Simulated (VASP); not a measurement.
Here is a VASP 6.6.1 calculation.

File INCAR:

```
SYSTEM = ZrPb2O4
ALGO = Normal
EDIFF = 1E-6
ENCUT = 520
GGA = PE
ISIF = 2
ISMEAR = 0
LASPH = .TRUE.
LCHARG = .TRUE.
LELF = .TRUE.
LREAL = .FALSE.
LVHAR = .TRUE.
LWAVE = .FALSE.
NBANDS = 77
NELM = 100
PREC = Accurate
SIGMA = 0.1
```

KPOINTS

```
k-points
0
G
  4 2 2
  0 0 0
```

File POSCAR:

```
ZrPb2O4
1.0
    0.0000000000      0.0000000000      3.3566415379
    7.0577434492      0.0000000000      0.0000000000
    0.0000000000     10.1227126146      0.0000000000
Zr Pb O
2 4 8
Direct
    0.0000000000      0.5000000000      0.5000000000
    0.0000000000      0.0000000000      0.0000000000
    0.5000000000      0.0409981864      0.6872624923
    0.5000000000      0.9590018136      0.3127375077
    0.5000000000      0.4590018136      0.1872624923
    0.5000000000      0.5409981864      0.8127375077
    0.0000000000      0.6527342219      0.6808185513
    0.0000000000      0.3472657781      0.3191814487
    0.5000000000      0.3452811692      0.5772443399
    0.5000000000      0.6547188308      0.4227556601
    0.0000000000      0.1527342219      0.8191814487
    0.0000000000      0.8472657781      0.1808185513
    0.5000000000      0.8452811692      0.9227556601
    0.5000000000      0.1547188308      0.0772443399
```

Potentials or basis: VASP PAW PBE potentials, release 64 (Zr_sv, Pb_d, O).

Run with:

```sh
$ cat potpaw_PBE.64/Zr_sv/POTCAR potpaw_PBE.64/Pb_d/POTCAR potpaw_PBE.64/O/POTCAR > POTCAR
$ mpirun -np 1 vasp_std > vasp.out
```

(1) Predict the band gap on the k mesh.

(2) What does it give for the pressure?

(3) Estimate the largest force.

Results:

(1) 1.62 eV (least direct gap 1.76 eV).

(2) 0.2 GPa.

(3) 0.024 eV/Å.

Caveat: the k points lie up to 0.47 Å⁻¹ apart; spin-orbit coupling is left out, which moves the levels of the heavy elements.
